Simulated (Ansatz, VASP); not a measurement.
## In in VASP and in Ansatz

File INCAR:

```
SYSTEM = In
  PREC = Accurate
  ENCUT = 520
  EDIFF = 1E-6
  ISMEAR = -1
  SIGMA = 0.1
  LREAL = .False.
  LASPH = .True.
  NELM = 80
  ALGO = Normal
  ISIF = 2
  LWAVE = .False.
  LCHARG = .False.
  NBANDS = 12
```

The input KPOINTS:

```
regular mesh
0
Gamma
  14 14 14
  0 0 0
```

POSCAR

```
In
1.0
   -1.7883299053      1.7883299053      1.7883299053
    1.7883299053     -1.7883299053      1.7883299053
    1.7883299053      1.7883299053     -1.7883299053
In
1
Direct
    0.0000000000      0.0000000000      0.0000000000
```

Input for Ansatz:

```yaml
crystal:
  lattice:
    - [-1.7883299053, 1.7883299053, 1.7883299053]
    - [1.7883299053, -1.7883299053, 1.7883299053]
    - [1.7883299053, 1.7883299053, -1.7883299053]
  atoms:
    - { symbol: In, position: [0.0, 0.0, 0.0] }
hamiltonian:
  xc: lda
  pseudopotentials:
    kind: paw
    azcp:
      In: "pseudopotentials/In.paw.azcp"
basis:
  ecutwfc: 420
  fft_grid_basis: typed
kpoints:
  mp_grid: { grid: [14, 14, 14], shift: [0, 0, 0] }
magnetization:
  spin_polarized: false
scf:
  occupations: { method: fermi_dirac, width: 0.1 }
  lower_state_search: "off"
output:
  stress: true
```

Alike in both runs: task single point; functional LDA; k mesh 14 × 14 × 14; occupations fermi-dirac, width 0.1 eV; no spin polarisation.

|  | VASP | Ansatz |
| --- | --- | --- |
| version | VASP 6.6.1 | Ansatz 0.2.0 |
| potentials or method | VASP PAW LDA potentials, release 64 (In_d), cutoff 520 eV | plane waves (420 eV) with PAW, scalar-relativistic |
| valence electrons in the cell | 13 | 13 |

```csv
,VASP,Ansatz,Ansatz less VASP
pressure (GPa),4.9,4.8,-0.09
```

Ansatz warns that its potentials were made for another functional, while VASP's fit it. LDA's correlation is that of Perdew and Zunger in VASP and of Perdew and Wang (1992) in Ansatz.
